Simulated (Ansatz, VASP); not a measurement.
**Cd3TeSe2: VASP beside Ansatz**

```xyz
12
Lattice="4.4815 0.0000 0.0000 -2.2408 3.8811 0.0000 0.0000 0.0000 21.9786" Properties=species:S:1:pos:R:3 pbc="T T T"
Cd    0.0000    2.5874    0.1543
Cd    0.0000    2.5874    7.1774
Cd    0.0000    2.5874   14.6487
Cd    2.2408    1.2937    3.6594
Cd    2.2408    1.2937   11.1436
Cd    2.2408    1.2937   18.1667
Te    0.0000    2.5874   10.0439
Te    2.2408    1.2937   21.0332
Se    0.0000    2.5874    2.8352
Se    0.0000    2.5874   17.3397
Se    2.2408    1.2937    6.3504
Se    2.2408    1.2937   13.8245
```

Alike in both runs: task single point; functional PBE; k mesh 6 × 6 × 1; occupations gaussian, width 0.2 eV; no spin polarisation.

```csv
,VASP,Ansatz
version,VASP 6.6.1,Ansatz 0.2.0
potentials or method,"VASP PAW PBE potentials, release 64 (Cd, Te, Se), cutoff 520 eV","scalar-relativistic, plane waves, PAW"
valence electrons in the cell,108,216
```

|  | VASP | Ansatz | Ansatz less VASP |
| --- | --- | --- | --- |
| pressure (GPa) | 0.2 | 0.0 | -0.19 |
| rms of the force components (eV/Å) | 0.005 | 0.007 | +0.0021 |

Atom by atom the forces differ by 0.003 eV/Å (rms over components). VASP's potentials hold 108 valence electrons a cell and Ansatz's 216, so a difference there can come from the potentials and not from the codes.

Neither program's run includes spin-orbit coupling.
